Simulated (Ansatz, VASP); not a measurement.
SiO2: VASP beside Ansatz

The input POSCAR:

```
SiO2
1.0
   -2.4719629981      2.4719629981      3.5122615264
    2.4719629981     -2.4719629981      3.5122615264
    2.4719629981      2.4719629981     -3.5122615264
Si O
2 4
Direct
    0.0000000000      0.0000000000      0.0000000000
    0.7500000000      0.2500000000      0.5000000000
    0.9852385279      0.6250000000      0.8602385279
    0.3750000000      0.2352385279      0.3602385279
    0.7647614721      0.1250000000      0.1397614721
    0.8750000000      0.0147614721      0.6397614721
```

INCAR.step1

```
  ALGO = Normal
  EDIFF = 1E-4
  ENCUT = 520
  GGA = PE
  ISMEAR = 0
  LASPH = T
  LCHARG = F
  LREAL = F
  LWAVE = T
  NBANDS = 25
  NELM = 60
  PREC = Accurate
  SIGMA = 0.01
```

Contents of INCAR.step2:

```
  ALGO = Normal
  EDIFF = 1E-7
  ENCUT = 520
  ISIF = 2
  ISMEAR = 0
  ISTART = 1
  LASPH = T
  LCHARG = F
  LMIXTAU = T
  LREAL = F
  LWAVE = F
  METAGGA = R2SCAN
  NBANDS = 25
  NELM = 60
  PREC = Accurate
  SIGMA = 0.01
```

Contents of KPOINTS:

```
k-points
0
Gamma
  8 8 8
```

Input for Ansatz:

```yaml
crystal:
  lattice:
    - [-2.4719629981, 2.4719629981, 3.5122615264]
    - [2.4719629981, -2.4719629981, 3.5122615264]
    - [2.4719629981, 2.4719629981, -3.5122615264]
  atoms:
    - { symbol: Si, position: [0.0, 0.0, 0.0] }
    - { symbol: Si, position: [0.75, 0.25, 0.5] }
    - { symbol: O, position: [0.9852385279, 0.625, 0.8602385279] }
    - { symbol: O, position: [0.375, 0.2352385279, 0.3602385279] }
    - { symbol: O, position: [0.7647614721, 0.125, 0.1397614721] }
    - { symbol: O, position: [0.875, 0.0147614721, 0.6397614721] }
kpoints:
  mp_grid: { grid: [8, 8, 8] }
  band_path:
    path:
      - [0.0, 0.0, 0.0]
      - [0.0, 0.0, 0.5]
      - [0.25, 0.25, 0.25]
      - [0.0, 0.5, 0.0]
      - [0.5, 0.5, -0.5]
      - [0.3641756915, 0.6358243085, -0.3641756915]
      - [-0.3641756915, 0.3641756915, 0.3641756915]
      - [-0.2283513829, 0.2283513829, 0.5]
      - [0.5, 0.5, -0.2283513829]
    npoints: 1
hamiltonian:
  xc: r2scan
scf:
  occupations: { method: fixed }
  n_extra_bands: 5
output:
  forces: true
  stress: true
  eigenvalues: true
  write_density: true
  write_potential: true
  elf: true
  volumetric_format: npy
```

Change from the starting cell: uniaxial_z strain -4.0%.

Alike in both runs: task single point; functional r2SCAN; k mesh 8 × 8 × 8; no spin polarisation.

|  | VASP | Ansatz |
| --- | --- | --- |
| version | VASP 6.6.1 | Ansatz 0.2.0 |
| potentials or method | VASP PAW PBE potentials, release 64 (Si, O) | plane waves, PAW |
| plane-wave cutoff (eV) | 520 | 500 |
| occupations | gaussian, width 0.01 eV | fixed |
| valence electrons in the cell | 32 | 32 |

Ansatz gave:

- gap on the k mesh at the Fermi level (eV): 6.74
- pressure (GPa): 1.6
- traceless stress, the component that is largest in VASP (GPa): 1.78

Task: What did VASP give for the same quantities?

Result: gap on the k mesh at the Fermi level (eV): 6.73; pressure (GPa): 1.8; traceless stress, the component that is largest in VASP (GPa): 1.79.

VASP's potentials were made for PBE, not for r2SCAN.
